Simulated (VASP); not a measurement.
Sb:

```
CELL_PARAMETERS angstrom
5.35559 0.00000 0.00000
-2.67780 4.63808 0.00000
0.00000 0.00000 3.28298
ATOMIC_POSITIONS crystal
Sb 0.00000 0.00000 0.00000
Sb 0.33333 0.66667 0.50000
Sb 0.66667 0.33333 0.50000
```

```yaml
Program: VASP 6.6.1
Task: relaxation of cell and atoms
Functional: BLYP
Potentials_or_basis: VASP PAW PBE potentials, release 64 (Sb)
Cutoff: 600 eV
k_mesh: 7 × 7 × 10
Occupations: fermi-dirac, width 0.1 eV
Spin: no spin polarisation
```

At the start: pressure 6.7 GPa; volume 27.18 Å³/atom.

How do energy, volume and symmetry change on relaxing?

Over 9 steps the energy falls by 67.3 meV/atom and the volume is 30.56 Å³/atom (+12.4 %); space group P6/mmm (No. 191, to 0.05 Å).

Step by step:
```tsv
step	energy change (eV)	largest force (eV/Å)	pressure (GPa)	volume (Å³)
1	0.0000	0.0000	6.72	81.55
2	-0.1737	0.0000	-1.74	95.75
3	-0.1952	0.0000	-0.04	91.73
4	-0.1952	0.0000	-0.14	91.94
5	-0.1997	0.0000	-0.12	91.91
6	-0.2020	0.0000	-0.06	91.86
7	-0.2020	0.0000	-0.05	91.85
8	-0.2020	0.0000	-0.06	91.85
9	-0.2020	0.0000	0.02	91.68
```

Final structure:
```
Sb
1.0
     5.63603    0.00000    0.00000
    -2.81802    4.88095    0.00000
     0.00000    0.00000    3.33281
Sb
3
Direct
  0.00000 0.00000 0.00000
  0.33333 0.66667 0.50000
  0.66667 0.33333 0.50000
```

Caveat: the PAW data sets were made with another functional, which shifts forces and pressure a little.
